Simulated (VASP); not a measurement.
A run of VASP 6.6.1:

The input INCAR:

```
SYSTEM = ZrTi
ALGO = Fast ; EDIFF = 1E-6
ENCUT = 520 ; GGA = PS
ISIF = 2 ; ISMEAR = 0
LASPH = .True. ; LCHARG = .False.
LREAL = .False. ; LWAVE = .False.
NBANDS = 19 ; NELM = 80
PREC = Accurate ; SIGMA = 0.15
```

Contents of KPOINTS:

```
k-points
0
Gamma
  18 18 10
  0 0 0
```

POSCAR

```
ZrTi
1.0
    3.1089941869      0.0000000000      0.0000000000
   -1.5544970934      2.6924679461      0.0000000000
    0.0000000000      0.0000000000      4.8712623300
Zr Ti
1 1
Direct
    0.0000000000      0.0000000000      0.0000000000
    0.3333333333      0.6666666667      0.5000000000
```

Potentials or basis: VASP PAW PBE potentials, release 64 (Zr_sv, Ti_sv).

Run with:

```bash
$ cat potpaw_PBE.64/Zr_sv/POTCAR potpaw_PBE.64/Ti_sv/POTCAR > POTCAR
$ mpirun -np 1 vasp_std > vasp.out
```

Hardware: 1 thread of Intel(R) Xeon(R) 6975P-C (Granite Rapids) (shared host).

Question: How long does it take, and how much memory?

Answer: Wall time 4.6 min on 1 thread of Intel(R) Xeon(R) 6975P-C (Granite Rapids), on a shared host, peak memory 0.29 GiB. Counts: scf iterations 61, k points 222.
